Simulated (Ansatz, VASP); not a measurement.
Two plane-wave programs on PtS2

The input INCAR:

```
PREC = Accurate ; ENCUT = 520
EDIFF = 1E-6 ; ISMEAR = 0
SIGMA = 0.05 ; LREAL = F
LASPH = T ; NELM = 100
ALGO = Normal ; ISIF = 2
LWAVE = F ; LCHARG = F
GGA = PE ; IBRION = 2
NSW = 50 ; EDIFFG = -0.01
```

KPOINTS

```
regular mesh
0
Gamma
  12 12 6
```

Contents of POSCAR:

```
PtS2
1.0
    3.6695510920      0.0000000000      0.0000000000
   -1.8347755460      3.1779244662      0.0000000000
    0.0000000000      0.0000000000      6.6654911830
Pt S
1 2
Direct
    0.0000000000      0.0000000000      0.0000000000
    0.3333333333      0.6666666667      0.1889525212
    0.6666666667      0.3333333333      0.8110474788
```

Input for Ansatz:

```yaml
crystal:
  lattice:
    - [3.669551092, 0.0, 0.0]
    - [-1.834775546, 3.1779244662, 0.0]
    - [0.0, 0.0, 6.665491183]
  atoms:
    - { symbol: Pt, position: [0.0, 0.0, 0.0] }
    - { symbol: S, position: [0.3333333333, 0.6666666667, 0.1889525212] }
    - { symbol: S, position: [0.6666666667, 0.3333333333, 0.8110474788] }
basis:
  ecutwfc: 420
kpoints:
  mp_grid: { grid: [12, 12, 6] }
hamiltonian:
  xc: pbe
  pseudopotentials: { kind: paw }
scf:
  occupations: { method: gaussian, width: 0.05 }
output:
  forces: true
  stress: true
  eigenvalues: true
relax:
  adjacent_minimum: "off"
  f_tol: 0.01
  max_steps: 30
```

Alike in both runs: task relaxation of the atoms; functional PBE; k mesh 12 × 12 × 6; occupations gaussian, width 0.05 eV; no spin polarisation.

|  | VASP | Ansatz |
| --- | --- | --- |
| version | VASP 6.6.1 | Ansatz 0.2.0 |
| potentials or method | VASP PAW PBE potentials, release 64 (Pt, S), cutoff 520 eV | scalar-relativistic, plane waves, PAW |
| valence electrons in the cell | 22 | 30 |

|  | VASP | Ansatz | Ansatz less VASP |
| --- | --- | --- | --- |
| gap on the k mesh at the Fermi level, each at its own relaxed structure (eV) | 1.38 | 1.38 | -0.001 |

VASP's potentials hold 22 valence electrons a cell and Ansatz's 30, so a difference there can come from the potentials and not from the codes. Ansatz's warnings: stress scf threshold loose.

Neither program's run includes spin-orbit coupling.
